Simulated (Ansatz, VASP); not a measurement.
# One calculation of Li, two programs

File INCAR:

```
SYSTEM = Li
ALGO     = Normal         ! electronic algorithm
EDIFF    = 1E-7           ! SCF threshold, eV
EDIFFG   = -0.002         ! ionic threshold
ENCUT    = 600            ! plane-wave cutoff, eV
GGA      = PS             ! functional
IBRION   = 2              ! ionic algorithm
ISIF     = 3              ! what is computed and relaxed
ISMEAR   = -1             ! smearing method
LASPH    = .TRUE.         ! aspherical terms in the spheres
LCHARG   = .FALSE.        ! write CHGCAR
LREAL    = .FALSE.        ! projectors in reciprocal space
LWAVE    = .FALSE.        ! write WAVECAR
NELM     = 80             ! most SCF steps
NSW      = 100            ! ionic steps
PREC     = Accurate       ! precision mode
SIGMA    = 0.1            ! smearing width, eV
```

Contents of KPOINTS:

```
k-points
0
G
  22 22 22
  0 0 0
```

POSCAR

```
Li
1.0
   -1.7546500000      1.7546500000      1.7546500000
    1.7546500000     -1.7546500000      1.7546500000
    1.7546500000      1.7546500000     -1.7546500000
Li
1
Direct
    0.0000000000      0.0000000000      0.0000000000
```

Input for Ansatz:

```yaml
crystal:
  lattice:
    - [-1.75465, 1.75465, 1.75465]
    - [1.75465, -1.75465, 1.75465]
    - [1.75465, 1.75465, -1.75465]
  atoms:
    - { symbol: Li, position: [0.0, 0.0, 0.0] }
kpoints:
  mp_grid: { grid: [22, 22, 22] }
scf:
  occupations: { method: fermi_dirac, width: 0.1 }
hamiltonian:
  xc: pbesol
  pseudopotentials: { kind: paw }
relax:
  f_tol: 0.002
  max_steps: 80
  cell: {}
output:
  forces: true
  stress: true
```

Alike in both runs: task relaxation of cell and atoms; functional PBEsol; k mesh 22 × 22 × 22; occupations fermi-dirac, width 0.1 eV; no spin polarisation.

|  | VASP | Ansatz |
| --- | --- | --- |
| version | VASP 6.6.1 | Ansatz 0.2.0 |
| potentials or method | VASP PAW PBE potentials, release 64 (Li_sv) | PAW with Ansatz's default frozen-core files, scalar-relativistic |
| plane-wave cutoff (eV) | 600 | 420 |
| valence electrons in the cell | 3 | 3 |

```tsv
	VASP	Ansatz	Ansatz less VASP
relaxed volume (Å³/atom)	20.00	20.20	+0.192
relaxed cell length with the largest relative difference (Å)	2.962	2.971	+0.0095
```

VASP's potentials were made for PBE, not for PBEsol.

Noted on VASP's run: the cutoff is short for stress, so the pressure is rough.
